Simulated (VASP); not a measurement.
I:

```xyz
1
Lattice="3.8322 0.0000 0.0000 -1.9161 3.3188 0.0000 0.0000 0.0000 3.5807" Properties=species:S:1:pos:R:3 pbc="T T T"
I     0.0000    0.0000    0.0000
```

* Program: VASP 6.6.1
* Task: relaxation of cell and atoms
* Functional: PBEsol
* Potentials or basis: VASP PAW PBE potentials, release 64 (I)
* Cutoff: 600 eV
* k mesh: 6 × 6 × 6
* Occupations: gaussian, width 0.1 eV
* Spin: no spin polarisation

At the start: pressure -4.1 GPa; volume 45.54 Å³/atom.

Where does the relaxation end?

Over 6 steps the energy falls by 170.7 meV/atom and the volume is 35.34 Å³/atom (-22.4 %); space group P6/mmm (No. 191, to 0.05 Å).

Step by step:
```
step  energy change (eV)  largest force (eV/Å)  pressure (GPa)  volume (Å³)
   1              0.0000                0.0000           -4.08        45.54
   2             -0.1498                0.0000           -1.97        38.31
   3             -0.1661                0.0000           -0.25        35.94
   4             -0.1662                0.0000           -0.09        35.77
   5             -0.1703                0.0000           -0.05        35.46
   6             -0.1707                0.0000            0.05        35.34
```

Final structure:
```
CELL_PARAMETERS angstrom
3.51545 0.00000 0.00000
-1.75772 3.04447 0.00000
0.00000 0.00000 3.30187
ATOMIC_POSITIONS crystal
I 0.00000 0.00000 0.00000
```

Caveat: the volume moved by over 15 % at a fixed basis, so the end points are rough; the PAW data sets were made with another functional, which shifts forces and pressure a little; an odd number of electrons without spin polarisation forces a metal; a magnetic or distorted state may lie lower.
